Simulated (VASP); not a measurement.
# TaN (I4mm) in VASP: a series of runs

The runs below take TaN through single point, with PBE.

All numbers are computed with VASP 6.6.1; they aren't measurements. Logs are shortened: lines on timing, memory, paths and dates and some standing lists are left out, and cuts for length are marked.

**1. The cell of the first run**

The structure is tetragonal, space group I4mm (No. 107). The conventional cell has a = 3.082 Å, b = 3.082 Å, c = 4.358 Å, α = 90.00°, β = 90.00°, γ = 90.00°. Within 2.8 Å of Ta (site symmetry 4mm) lie 6 N at 2.08 to 2.28 Å. Within 2.8 Å of N (site symmetry 4mm) lie 6 Ta at 2.08 to 2.28 Å.

**2. Single point, PBE**

Contents of INCAR:

```
PREC = Accurate
ENCUT = 520
EDIFF = 1E-6
ISMEAR = -1
SIGMA = 0.2
LREAL = False
LASPH = True
NELM = 60
ALGO = Normal
ISIF = 2
LWAVE = False
LCHARG = False
GGA = PE
NBANDS = 15
ISYM = 0
```

Contents of KPOINTS:

```
Automatic mesh
0
Gamma
  7 7 7
  0.5 0.5 0.5
```

Contents of POSCAR:

```
TaN
1.0
    0.0000000000      2.1790000000      2.1790000000
    2.1790000000      0.0000000000      2.1790000000
    2.1790000000      2.1790000000      0.0000000000
Ta N
1 1
Direct
    0.5000000000      0.5000000000      0.5000000000
   -0.0229463056      0.0229463056     -0.0229463056
```

Potentials or basis: VASP PAW PBE potentials, release 64 (Ta_pv, N).

Launch:

```
> cat potpaw_PBE.64/Ta_pv/POTCAR potpaw_PBE.64/N/POTCAR > POTCAR
> mpirun -np 1 vasp_std > vasp.out
```

OUTCAR:

```text
PREC = Accurate
   ENCUT = 520
   EDIFF = 1E-6
   ISMEAR = -1
   LREAL = False
   LASPH = True
   NELM = 60
   ISIF = 2
   GGA = PE
   ISYM = 0

 ion  position               nearest neighbor table
   1  0.500  0.500  0.500-   2 2.08   2 2.18   2 2.18   2 2.18   2 2.18   2 2.28
   2  0.977  0.023  0.977-   1 2.08   1 2.18   1 2.18   1 2.18   1 2.18   1 2.28

IMPORTANT INFORMATION: All symmetrisations will be switched off!
NOSYMM: (Re-)initialisation of all symmetry stuff for point group C_1.

----------------------------------------------------------------------------------------

                                     Primitive cell

  volume of cell :      20.6920

  direct lattice vectors                    reciprocal lattice vectors
     0.000000000  2.179000000  2.179000000    -0.229463056  0.229463056  0.229463056
     2.179000000  0.000000000  2.179000000     0.229463056 -0.229463056  0.229463056
     2.179000000  2.179000000  0.000000000     0.229463056  0.229463056 -0.229463056

  length of vectors
     3.081571352  3.081571352  3.081571352     0.397441672  0.397441672  0.397441672

  position of ions in fractional coordinates (direct lattice)
     0.500000000  0.500000000  0.500000000
     0.977053694  0.022946306  0.977053694

  ion indices of the primitive-cell ions
   primitive index   ion index
                 1           1
                 2           2

----------------------------------------------------------------------------------------

 KPOINTS: Automatic mesh

Automatic generation of k-mesh.
 Grid dimensions read from file:
 generate k-points for:    7    7    7

 Generating k-lattice:

  Cartesian coordinates                     Fractional coordinates (reciprocal lattice)
    -0.032780437  0.032780437  0.032780437     0.142857143  0.000000000  0.000000000
     0.032780437 -0.032780437  0.032780437     0.000000000  0.142857143  0.000000000
     0.032780437  0.032780437 -0.032780437     0.000000000  0.000000000  0.142857143

  Length of vectors
     0.056777382  0.056777382  0.056777382

  Shift w.r.t. Gamma in fractional coordinates (k-lattice)
     0.500000000  0.500000000  0.500000000

 Subroutine IBZKPT returns following result:
 ===========================================

 Found    688 irreducible k-points:

 Following reciprocal coordinates:
            Coordinates               Weight
  0.071429  0.071429  0.071429      2.000000
  0.071429  0.000000  0.000000      2.000000
  0.000000  0.000000 -0.071429      2.000000
  0.000000  0.071429  0.000000      2.000000
  0.214286  0.071429  0.071429      2.000000
  0.071429  0.214286  0.071429      2.000000
[... 16 lines left out ...]
  0.000000  0.285714 -0.071429      2.000000
  0.285714  0.000000 -0.071429      2.000000
 [... further k-points ...]
   k-points           NKPTS =    688   k-points in BZ     NKDIM =    688   number of bands    NBANDS=     15
   number of dos      NEDOS =    301   number of ions     NIONS =      2
   total plane-waves  NPLWV =  13824
   dimension x,y,z NGX =    24 NGY =   24 NGZ =   24
   dimension x,y,z NGXF=    48 NGYF=   48 NGZF=   48
   ions per type =               1   1
   NGX,Y,Z   is equivalent  to a cutoff of  12.95, 12.95, 12.95 a.u.
   NGXF,Y,Z  is equivalent  to a cutoff of  25.90, 25.90, 25.90 a.u.
 SYSTEM =  unknown system
   PREC   = accura    normal or accurate (medium, high low for compatibility)
   ISTART =      0    job   : 0-new  1-cont  2-samecut
   ICHARG =      2    charge: 1-file 2-atom 10-const
   ISPIN  =      1    spin polarized calculation?
   LNONCOLLINEAR =      F non collinear calculations
   LSORBIT =      F    spin-orbit coupling
   LASPH  =      T    aspherical Exc in radial PAW
   ENCUT  =  520.0 eV  38.22 Ry    6.18 a.u.   5.73  5.73  5.73*2*pi/ulx,y,z
   NELM   =     60;   NELMIN=  2; NELMDL= -5     # of ELM steps
   EDIFF  = 0.1E-05   stopping-criterion for ELM
   LREAL  =      F    real-space projection
   EDIFFG = 0.1E-04   stopping-criterion for IOM
   NSW    =      0    number of steps for IOM
   IBRION =     -1    ionic relax: 0-MD 1-quasi-New 2-CG
   NFREE  =      0    steps in history (QN), initial steepest desc. (CG)
   ISIF   =      2    stress and relaxation
   ISYM   =      0    0-nonsym 1-usesym 2-fastsym
   POTIM  = 0.5000    time-step for ionic-motion
   TEBEG  =    0.0;   TEEND  =   0.0 temperature during run
   PSTRESS=    0.0 pullay stress
   NELECT =      16.0000    total number of electrons
   NUPDOWN=      -1.0000    fix difference up-down
   EMIN   =  10.00;   EMAX   =-10.00  energy-range for DOS
   EFERMI =   0.00;   METHOD = LEGACY
   ISMEAR =    -1;   SIGMA  =   0.20  broadening in eV -4-tet -1-fermi 0-gaus
   EFERMI_NEDOS =   21; number of points for ismear=-14 and -15
   IALGO  =     38    algorithm
   IMIX   =      4    mixing-type and parameters
     AMIX     =   0.40;   BMIX     =  1.00
     AMIX_MAG =   1.60;   BMIX_MAG =  1.00
  volume/ion in A,a.u.               =      10.35        69.82
  Fermi-wavevector in a.u.,A,eV,Ry     =   1.502615  2.839530 30.719922  2.257851
  Thomas-Fermi vector in A             =   2.613832
   LORBIT       =      0    0 simple, 1 ext, 2 COOP (PROOUT), +10 PAW based schemes
   GGA     = PE    functional components
   LHFCALC =     F    Hartree Fock is set to
   AEXX    =    0.0000 exact exchange contribution
   IVDW    =     0    specifies the selected vdW correction
   LEPSILON=     F    determine dielectric tensor
   LRPA    =     F    only Hartree local field effects (RPA)
 non-spin polarized calculation
  energy-cutoff  :      520.00
  volume of cell :       20.69
 maximum number of plane-waves:       568
   NGX = 11   NGY = 11   NGZ = 11

 number of electron      16.0000000 magnetization

 Free energy of the ion-electron system (eV)
  ---------------------------------------------------
  ext. energy  EPLUGINS =         0.00000000
  ---------------------------------------------------
  free energy    TOTEN  =       -21.78180054 eV

  energy without entropy =      -21.66616738  energy(sigma->0) =      -21.72398396

 E-fermi :   9.8413     XC(G=0): -13.5836

 val. band max:        9.8305611123   @ k =   0.1429  -0.1429   0.5000
 cond. band min:       9.8468328800   @ k =  -0.0714   0.2143   0.0714
 fundamental gap:      0.0162717677
 Fermi energy:         9.8413373510

 k-point     1 :       0.0714    0.0714    0.0714
  band No.  band energies     occupation
      1     -25.8926      2.00000
      2     -25.8473      2.00000
      3     -25.8419      2.00000
      4      -9.1035      2.00000
      5       4.9541      2.00000
      6       5.3216      2.00000
      7       5.5550      2.00000
      8       7.7863      1.99993
      9       8.0730      1.99971
     10       8.1794      1.99951
     11      10.4974      0.07252
     12      10.7679      0.01926
     13      11.9668      0.00005
     14      19.6413      0.00000
     15      22.3239      0.00000

 k-point     2 :       0.0714    0.0000    0.0000
  band No.  band energies     occupation
      1     -25.8926      2.00000
      2     -25.8473      2.00000
      3     -25.8419      2.00000
      4      -9.1035      2.00000
      5       4.9541      2.00000
      6       5.3216      2.00000
      7       5.5550      2.00000
      8       7.7863      1.99993
      9       8.0730      1.99971
     10       8.1794      1.99951
     11      10.4974      0.07252
     12      10.7679      0.01926
     13      11.9668      0.00005
     14      19.6413      0.00000
     15      22.3239      0.00000

 k-point     3 :       0.0000    0.0000   -0.0714
  band No.  band energies     occupation
      1     -25.8926      2.00000
      2     -25.8473      2.00000
      3     -25.8419      2.00000
      4      -9.1035      2.00000
      5       4.9541      2.00000
      6       5.3216      2.00000
      7       5.5550      2.00000
      8       7.7863      1.99993
      9       8.0730      1.99971
     10       8.1794      1.99951
     11      10.4974      0.07252
     12      10.7679      0.01926
     13      11.9668      0.00005
     14      19.6413      0.00000
     15      22.3239      0.00000

 k-point     4 :       0.0000    0.0714    0.0000
  band No.  band energies     occupation
      1     -25.8926      2.00000
      2     -25.8473      2.00000
      3     -25.8419      2.00000
      4      -9.1035      2.00000
      5       4.9541      2.00000
      6       5.3216      2.00000
      7       5.5550      2.00000
      8       7.7863      1.99993
      9       8.0730      1.99971
     10       8.1794      1.99951
     11      10.4974      0.07252
     12      10.7679      0.01926
     13      11.9668      0.00005
     14      19.6413      0.00000
     15      22.3239      0.00000
[... 307 lines left out ...]
 k-point    22 :       0.0714   -0.2857    0.0000
  band No.  band energies     occupation
      1     -26.5006      2.00000
      2     -25.9497      2.00000
      3     -25.8920      2.00000
      4      -7.2460      2.00000
      5       0.9512      2.00000
      6       2.6996      2.00000
      7       3.1040      2.00000
      8       9.3850      1.81470
      9       9.8750      0.91596
     10      11.0361      0.00508
     11      13.9250      0.00000
     12      15.4331      0.00000
     13      16.1425      0.00000
     14      22.2528      0.00000
     15      22.5032      0.00000

 k-point    23 :       0.0000    0.2857   -0.0714
  band No.  band energies     occupation
      1     -26.5006      2.00000
      2     -25.9497      2.00000
      3     -25.8920      2.00000
      4      -7.2460      2.00000
      5       0.9512      2.00000
      6       2.6996      2.00000
      7       3.1040      2.00000
      8       9.3850      1.81470
      9       9.8750      0.91596
     10      11.0361      0.00508
     11      13.9250      0.00000
     12      15.4331      0.00000
     13      16.1425      0.00000
     14      22.2528      0.00000
     15      22.5032      0.00000

 k-point    24 :       0.2857    0.0000   -0.0714
  band No.  band energies     occupation
      1     -26.4985      2.00000
      2     -25.9553      2.00000
      3     -25.8881      2.00000
      4      -7.2503      2.00000
      5       0.9423      2.00000
      6       2.6846      2.00000
      7       3.1714      2.00000
      8       9.2952      1.87761
      9       9.8045      1.09177
     10      11.0831      0.00402
     11      14.0614      0.00000
     12      15.5526      0.00000
     13      15.9619      0.00000
     14      22.2420      0.00000
     15      22.4834      0.00000

 [... further k-points ...]

------------------------ aborting loop because EDIFF is reached ----------------------------------------

  FORCE on cell =-STRESS in cart. coord.  units (eV):
  Direction    XX          YY          ZZ          XY          YZ          ZX
  --------------------------------------------------------------------------------------
  -------------------------------------------------------------------------------------
  Total        2.1191273      2.7682993      2.1191267     -0.0000009      0.0000001     -0.0000008
  in kB      164.0838931    214.3492366    164.0838435     -0.0000690      0.0000075     -0.0000655
  external PRESSURE =     180.8389911 kB  Pullay stress =       0.0000000 kB

 VOLUME and BASIS-vectors are now :
 -----------------------------------------------------------------------------
  energy-cutoff  :      520.00
  volume of cell :       20.69
      direct lattice vectors                 reciprocal lattice vectors
     0.000000000  2.179000000  2.179000000    -0.229463056  0.229463056  0.229463056
     2.179000000  0.000000000  2.179000000     0.229463056 -0.229463056  0.229463056
     2.179000000  2.179000000  0.000000000     0.229463056  0.229463056 -0.229463056

 POSITION                                       TOTAL-FORCE (eV/Angst)
 -----------------------------------------------------------------------------------
      2.17900      2.17900      2.17900         0.000000     -0.969290     -0.000000
      2.17900      4.25800      2.17900        -0.000000      0.969290      0.000000
 -----------------------------------------------------------------------------------
    total drift:                                0.000000      0.000072      0.000000

  FREE ENERGIE OF THE ION-ELECTRON SYSTEM (eV)
  ---------------------------------------------------
  free  energy   TOTEN  =       -21.7818005445 eV

  energy  without entropy=      -21.6661673770  energy(sigma->0) =      -21.72398396
```

It took 83 s on 1 thread of Intel Xeon Platinum 8375C at 2.90GHz (Ice Lake), shared host; peak memory 0.32 GiB.

What came out:

| Quantity | Value |
| --- | --- |
| Free energy | -21.7818 eV |
| Pressure | 18.1 GPa |
| Largest force | 0.969 eV/Å |
| Band gap on the k mesh | zero (band 8 reaches 11.79 eV, above the bottom of band 9 at 8.07 eV) |

Forces on the atoms (eV/Å):
```
Ta   0.000 -0.969  0.000
N    0.000  0.969  0.000
```

Stress tensor (GPa, compression positive):
```
16.41  0.00  0.00
 0.00 21.43  0.00
 0.00  0.00 16.41
```

Levels at points of the mesh, in eV from the Fermi level:
| k point | band 5 | band 6 | band 7 | band 8 | band 9 | band 10 | band 11 | band 12 |
| --- | --- | --- | --- | --- | --- | --- | --- | --- |
| (0.50, 0.50, 0.50) | -10.57 | -7.76 | -7.74 | 1.95 | 2.04 | 2.08 | 3.88 | 7.64 |
| (0.50, 0.00, 0.00) | -10.57 | -7.76 | -7.74 | 1.95 | 2.04 | 2.08 | 3.88 | 7.64 |
| (0.00, 0.00, 0.50) | -10.57 | -7.76 | -7.74 | 1.95 | 2.04 | 2.08 | 3.88 | 7.64 |
| (0.00, 0.50, 0.00) | -10.57 | -7.76 | -7.74 | 1.95 | 2.04 | 2.08 | 3.88 | 7.64 |

Caveat: spin-orbit coupling is left out, which moves the levels of the heavy elements.

**3. Single point, PBE**

Contents of INCAR:

```
  PREC = Accurate
  ENCUT = 520
  EDIFF = 1E-6
  ISMEAR = -1
  SIGMA = 0.2
  LREAL = False
  LASPH = True
  NELM = 60
  ALGO = Normal
  ISIF = 2
  LWAVE = False
  LCHARG = False
  GGA = PE
  ISYM = 0
  NBANDS = 15
```

KPOINTS is that of step 2.

POSCAR: that of step 2 with these lines changed.

```diff
@@ -9,2 +9,2 @@
     0.5000000000      0.5000000000      0.5000000000
-   -0.0229463056      0.0229463056     -0.0229463056
+   -0.0114731528      0.0114731528     -0.0114731528
```

Potentials or basis: VASP PAW PBE potentials, release 64 (Ta_pv, N).

Launch:

```
> cat potpaw_PBE.64/Ta_pv/POTCAR potpaw_PBE.64/N/POTCAR > POTCAR
> mpirun -np 1 vasp_std > vasp.out
```

OUTCAR:

```text
PREC = Accurate
   ENCUT = 520
   EDIFF = 1E-6
   ISMEAR = -1
   LREAL = False
   LASPH = True
   NELM = 60
   ISIF = 2
   GGA = PE
   ISYM = 0

 ion  position               nearest neighbor table
   1  0.500  0.500  0.500-   2 2.13   2 2.18   2 2.18   2 2.18   2 2.18   2 2.23
   2  0.989  0.011  0.989-   1 2.13   1 2.18   1 2.18   1 2.18   1 2.18   1 2.23

IMPORTANT INFORMATION: All symmetrisations will be switched off!
NOSYMM: (Re-)initialisation of all symmetry stuff for point group C_1.

----------------------------------------------------------------------------------------

                                     Primitive cell

  volume of cell :      20.6920

  direct lattice vectors                    reciprocal lattice vectors
     0.000000000  2.179000000  2.179000000    -0.229463056  0.229463056  0.229463056
     2.179000000  0.000000000  2.179000000     0.229463056 -0.229463056  0.229463056
     2.179000000  2.179000000  0.000000000     0.229463056  0.229463056 -0.229463056

  length of vectors
     3.081571352  3.081571352  3.081571352     0.397441672  0.397441672  0.397441672

  position of ions in fractional coordinates (direct lattice)
[... 142 lines left out ...]
      8       7.8381      1.99992
      9       7.9367      1.99987
     10       8.0415      1.99978
     11      10.4655      0.09288
     12      10.5372      0.06580
     13      11.9821      0.00005
     14      19.6639      0.00000
[... 401 lines left out ...]
      2     -25.9631      2.00000
      3     -25.9010      2.00000
      4      -7.2416      2.00000
      5       0.9722      2.00000
      6       2.6882      2.00000
      7       3.1272      2.00000
      8       9.4107      1.80964
      9       9.8091      1.12925
     10      11.0720      0.00468
     11      13.9396      0.00000
     12      15.5270      0.00000
     13      15.9618      0.00000
     14      22.2364      0.00000
     15      22.4949      0.00000

 [... further k-points ...]

------------------------ aborting loop because EDIFF is reached ----------------------------------------

  FORCE on cell =-STRESS in cart. coord.  units (eV):
  Direction    XX          YY          ZZ          XY          YZ          ZX
  --------------------------------------------------------------------------------------
  -------------------------------------------------------------------------------------
  Total        2.1035900      2.2668614      2.1035898      0.0000019      0.0000010      0.0000000
  in kB      162.8808336    175.5229327    162.8808206      0.0001501      0.0000750      0.0000020
  external PRESSURE =     167.0948623 kB  Pullay stress =       0.0000000 kB

 VOLUME and BASIS-vectors are now :
 -----------------------------------------------------------------------------
  energy-cutoff  :      520.00
  volume of cell :       20.69
      direct lattice vectors                 reciprocal lattice vectors
     0.000000000  2.179000000  2.179000000    -0.229463056  0.229463056  0.229463056
     2.179000000  0.000000000  2.179000000     0.229463056 -0.229463056  0.229463056
     2.179000000  2.179000000  0.000000000     0.229463056  0.229463056 -0.229463056

 POSITION                                       TOTAL-FORCE (eV/Angst)
 -----------------------------------------------------------------------------------
      2.17900      2.17900      2.17900         0.000000     -0.463548      0.000000
      2.17900      4.30800      2.17900        -0.000000      0.463548     -0.000000
 -----------------------------------------------------------------------------------
    total drift:                               -0.000000      0.000057      0.000000

  FREE ENERGIE OF THE ION-ELECTRON SYSTEM (eV)
  ---------------------------------------------------
  free  energy   TOTEN  =       -21.8173647742 eV

  energy  without entropy=      -21.7013141971  energy(sigma->0) =      -21.75933949
```

OSZICAR:

```text
N       E                     dE             d eps       ncg     rms          rms(c)
DAV:   1     0.900416321706E+02    0.90042E+02   -0.87731E+03 20655   0.113E+03
DAV:   2    -0.221147372982E+02   -0.11216E+03   -0.10576E+03 25533   0.305E+02
DAV:   3    -0.248288645146E+02   -0.27141E+01   -0.26972E+01 22768   0.445E+01
DAV:   4    -0.248392503072E+02   -0.10386E-01   -0.10382E-01 27295   0.294E+00
DAV:   5    -0.248393171340E+02   -0.66827E-04   -0.66825E-04 23174   0.207E-01    0.256E+01
DAV:   6    -0.218982409707E+02    0.29411E+01   -0.56969E+00 25631   0.266E+01    0.107E+01
DAV:   7    -0.218495869105E+02    0.48654E-01   -0.55682E-01 23727   0.603E+00    0.738E+00
DAV:   8    -0.218239778774E+02    0.25609E-01   -0.12890E-01 24714   0.306E+00    0.172E+00
DAV:   9    -0.218174231894E+02    0.65547E-02   -0.17669E-02 24014   0.109E+00    0.314E-01
DAV:  10    -0.218173980967E+02    0.25093E-04   -0.14535E-03 23979   0.386E-01    0.448E-02
DAV:  11    -0.218173650326E+02    0.33064E-04   -0.71080E-05 24000   0.102E-01    0.195E-02
DAV:  12    -0.218173647742E+02    0.25839E-06   -0.62027E-06 24609   0.244E-02
   1 F= -.21817365E+02 E0= -.21759339E+02  d E =-.116051E+00
```

stdout:

```text
POSCAR found type information on POSCAR TaN
 POSCAR found :  2 types and       2 ions
 scaLAPACK will be used
 LDA part: xc-table for (Slater+PW92), standard interpolation
 POSCAR, INCAR and KPOINTS ok, starting setup
 FFT: planning ... GRIDC
 FFT: planning ... GRID_SOFT
 FFT: planning ... GRID
 WAVECAR not read
 entering main loop
```

It took 85 s on 1 thread of Intel Xeon Platinum 8375C at 2.90GHz (Ice Lake), shared host; peak memory 0.32 GiB.

What came out:

```
Free energy            : -21.8174 eV
Pressure               : 16.7 GPa
Largest force          : 0.464 eV/Å
Band gap on the k mesh : zero (band 8 reaches 11.84 eV, above the bottom of band 9 at 7.94 eV)
```

Forces on the atoms (eV/Å):
```
Ta   0.000 -0.464  0.000
N    0.000  0.464  0.000
```

Stress tensor (GPa, compression positive):
```
16.29  0.00  0.00
 0.00 17.55  0.00
 0.00  0.00 16.29
```

Levels at points of the mesh, in eV from the Fermi level:
```
           k point  band 6  band 7  band 8  band 9  band 10  band 11
(0.50, 0.50, 0.50)   -7.78   -7.78    1.98    2.00     2.08     3.90
(0.50, 0.00, 0.00)   -7.78   -7.78    1.98    2.00     2.08     3.90
(0.00, 0.00, 0.50)   -7.78   -7.78    1.98    2.00     2.08     3.90
(0.00, 0.50, 0.00)   -7.78   -7.78    1.98    2.00     2.08     3.90
```

Caveat: spin-orbit coupling is left out, which moves the levels of the heavy elements.
